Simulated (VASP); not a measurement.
The system is Ta3N.

```
CELL_PARAMETERS angstrom
5.33564 0.00000 0.00000
-2.66782 4.62080 0.00000
0.00000 0.00000 2.92237
ATOMIC_POSITIONS crystal
Ta 0.63843 0.00000 0.50000
Ta 0.00000 0.63843 0.50000
Ta 0.36157 0.36157 0.50000
N 0.00000 0.00000 0.50000
```

The cell was built from a structure type or drawn by symmetry, and may not be a known phase.

```yaml
Program: VASP 6.6.1
Task: relaxation of cell and atoms
Functional: PBE
Potentials_or_basis: VASP PAW PBE potentials, release 64 (Ta_pv, N)
Cutoff: 600 eV
k_mesh: 6 × 6 × 6
Occupations: gaussian, width 0.1 eV
Spin: no spin polarisation
```

At the start: pressure -0.3 GPa; volume 18.01 Å³/atom.

Where does the relaxation end?

Over 5 steps the energy falls by 13.8 meV/atom and the volume is 17.77 Å³/atom (-1.3 %); space group P-62m (No. 189, to 0.1 Å) before and after.

The path:
```tsv
step	energy change (eV)	largest force (eV/Å)	pressure (GPa)	volume (Å³)
1	0.0000	0.1929	-0.34	72.05
2	-0.0418	0.3276	-2.04	71.60
3	-0.0498	0.2827	-1.72	71.74
4	-0.0328	0.5046	4.07	69.79
5	-0.0553	0.0343	0.11	71.08
```

Final structure:
```
CELL_PARAMETERS angstrom
5.37852 0.00000 0.00000
-2.68926 4.65793 0.00000
0.00000 0.00000 2.83736
ATOMIC_POSITIONS crystal
Ta 0.64059 0.00000 0.50000
Ta 0.00000 0.64059 0.50000
Ta 0.35941 0.35941 0.50000
N 0.00000 0.00000 0.50000
```
